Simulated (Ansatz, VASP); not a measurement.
## One calculation of HfN, two programs

```
Hf N
1.0
     0.00000    2.25078    2.25078
     2.25078    0.00000    2.25078
     2.25078    2.25078    0.00000
Hf N
1 1
Direct
  0.00000 0.00000 0.00000
  0.50000 0.50000 0.50000
```

Alike in both runs: task relaxation of cell and atoms; functional PBEsol; k mesh 16 × 16 × 16; occupations fermi-dirac, width 0.15 eV; no spin polarisation.

|  | VASP | Ansatz |
| --- | --- | --- |
| version | VASP 6.6.1 | Ansatz 0.2.0 |
| potentials or method | VASP PAW PBE potentials, release 64 (Hf_pv, N), cutoff 600 eV | scalar-relativistic, plane waves, PAW |
| valence electrons in the cell | 15 | 31 |

Ansatz gave:

- gap on the k mesh at the Fermi level, each at its own relaxed structure (eV): none
- relaxed volume (Å³/atom): 11.41
- relaxed cell length with the largest relative difference (Å): 3.184

What did VASP give for the same quantities?

gap on the k mesh at the Fermi level, each at its own relaxed structure (eV): none; relaxed volume (Å³/atom): 11.32; relaxed cell length with the largest relative difference (Å): 3.175.

VASP's potentials were made for PBE, not for PBEsol. A gap of «none» marks a metal or a gap that the smearing closes. VASP's potentials hold 15 valence electrons a cell and Ansatz's 31, so a difference there can come from the potentials and not from the codes.

Spin-orbit coupling is off throughout.
